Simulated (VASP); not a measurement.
LiF: single point with PBE

The system is LiF.

```
Li F
1.0
     0.00000    1.93503    1.93503
     1.93503    0.00000    1.93503
     1.93503    1.93503    0.00000
Li F
1 1
Direct
  0.00000 0.00000 0.00000
  0.50000 0.50000 0.50000
```

This cell differs from its parent crystal: strain -3.0%.

```json
{
 "Program": "VASP 6.6.1",
 "Task": "single point",
 "Functional": "PBE",
 "Potentials or basis": "VASP PAW PBE potentials, release 64 (Li_sv, F)",
 "Cutoff": "520 eV",
 "k mesh": "6 × 6 × 6",
 "Occupations": "gaussian, width 0.01 eV",
 "Spin": "no spin polarisation"
}
```

| Quantity | Value |
| --- | --- |
| Band gap on the k mesh | 10.24 eV |

Levels at points of the mesh, in eV from the valence-band top:
```
           k point  band 3  band 4  band 5  band 6  band 7  band 8
(0.00, 0.00, 0.00)    0.00    0.00    0.00   10.24   25.52   25.52
(0.50, 0.00, 0.00)   -2.90   -0.27   -0.27   11.43   18.23   19.86
(0.50, 0.50, 0.00)   -3.56   -1.19   -1.19   15.99   17.03   18.98
```

Run time: 1.9 s on 1 thread of Intel(R) Xeon(R) 6975P-C (Granite Rapids), with other jobs on the host, peak memory 0.11 GiB.

Caveat: the k points lie up to 0.47 Å⁻¹ apart; the cell differs from its parent crystal (strain -3.0%).
